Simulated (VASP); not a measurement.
A run of VASP 6.6.1 is set up as follows.

POSCAR

```
C
1.0
    2.1205985467     -4.3694582401      0.0000000000
    2.1205985467      4.3694582401      0.0000000000
    0.0000000000      0.0000000000      2.5047085927
C
8
Direct
    0.6481731445      0.9813388588      0.0000000000
    0.3518268555      0.0186611412      0.0000000000
    0.0186611412      0.3518268555      0.0000000000
    0.9813388588      0.6481731445      0.0000000000
    0.4047354045      0.2263276524      0.5000000000
    0.5952645955      0.7736723476      0.5000000000
    0.7736723476      0.5952645955      0.5000000000
    0.2263276524      0.4047354045      0.5000000000
```

INCAR.step1

```
SYSTEM = C
  PREC = Accurate
  ENCUT = 520
  ISMEAR = 0
  SIGMA = 0.05
  LREAL = .False.
  LASPH = .True.
  NELM = 80
  NBANDS = 26
  GGA = PE
  ALGO = Normal
  EDIFF = 1E-4
  LWAVE = .True.
  LCHARG = .False.
```

Contents of INCAR.step2:

```
SYSTEM = C
  PREC = Accurate
  ENCUT = 520
  EDIFF = 1E-6
  ISMEAR = 0
  SIGMA = 0.05
  LREAL = .False.
  LASPH = .True.
  NELM = 80
  ALGO = Normal
  ISIF = 2
  LWAVE = .False.
  LCHARG = .False.
  METAGGA = R2SCAN
  LMIXTAU = .True.
  NBANDS = 26
  ISTART = 1
```

Contents of KPOINTS:

```
regular mesh
0
Gamma
  6 6 8
  0 0 0
```

Potentials or basis: VASP PAW PBE potentials, release 64 (C).

The run is started by

```sh
$ cat potpaw_PBE.64/C/POTCAR > POTCAR
$ cp INCAR.step1 INCAR
$ mpirun -np 1 vasp_std > vasp.out
$ cp INCAR.step2 INCAR
$ mpirun -np 1 vasp_std > vasp.out
```

Task: Estimate the pressure.

Result: 1.1 GPa.

Task: Estimate the largest force.

Result: 0.016 eV/Å.

Forces in eV/Å, atoms in the order of the input:
```
C    0.013  0.000  0.000
C   -0.013  0.000  0.000
C   -0.013  0.000  0.000
C    0.013  0.000  0.000
C   -0.016 -0.003  0.000
C    0.016  0.003  0.000
C    0.016 -0.003  0.000
C   -0.016  0.003  0.000
```

Caveat: the PAW data sets were made with another functional, which shifts forces and pressure a little.
